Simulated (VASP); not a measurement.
Input of a VASP 6.6.1 run:

POSCAR

```
SnO
1.0
    3.3308134665      0.0000000000      0.0000000000
   -1.6654067333      2.8845690773      0.0000000000
    0.0000000000      0.0000000000      9.3076275380
Sn O
2 2
Direct
    0.3333333333      0.6666666667     -0.0066374703
    0.6666666667      0.3333333333      0.4933625297
    0.3333333333      0.6666666667      0.3816374703
    0.6666666667      0.3333333333      0.8816374703
```

Contents of INCAR.step1:

```
SYSTEM = SnO
PREC = Accurate
ENCUT = 520
ISMEAR = 0
SIGMA = 0.01
LREAL = .FALSE.
LASPH = .TRUE.
NELM = 60
NBANDS = 28
GGA = PE
ALGO = Normal
EDIFF = 1E-4
LWAVE = .TRUE.
LCHARG = .FALSE.
```

Contents of INCAR.step2:

```
SYSTEM = SnO
PREC = Accurate
ENCUT = 520
EDIFF = 1E-6
ISMEAR = 0
SIGMA = 0.01
LREAL = .FALSE.
LASPH = .TRUE.
NELM = 60
ALGO = Normal
ISIF = 2
LWAVE = .FALSE.
LCHARG = .TRUE.
METAGGA = R2SCAN
LMIXTAU = .TRUE.
LELF = .TRUE.
LVHAR = .TRUE.
NBANDS = 28
ISTART = 1
```

File KPOINTS:

```
Automatic mesh
0
G
  9 9 2
  0 0 0
```

Potentials or basis: VASP PAW PBE potentials, release 64 (Sn_d, O).

Command:

```console
$ cat potpaw_PBE.64/Sn_d/POTCAR potpaw_PBE.64/O/POTCAR > POTCAR
$ cp INCAR.step1 INCAR
$ mpirun -np 1 vasp_std > vasp.out
$ cp INCAR.step2 INCAR
$ mpirun -np 1 vasp_std > vasp.out
```

Problem. What does it give for the largest force?

Solution. 0.184 eV/Å.

Problem. Predict the pressure.

Solution. -1.5 GPa.

Forces in eV/Å, atoms in the order of the input:
```
Sn   0.000  0.000 -0.184
Sn   0.000  0.000 -0.184
O    0.000  0.000  0.184
O    0.000  0.000  0.184
```

Caveat: the PAW data sets were made with another functional, which shifts forces and pressure a little.
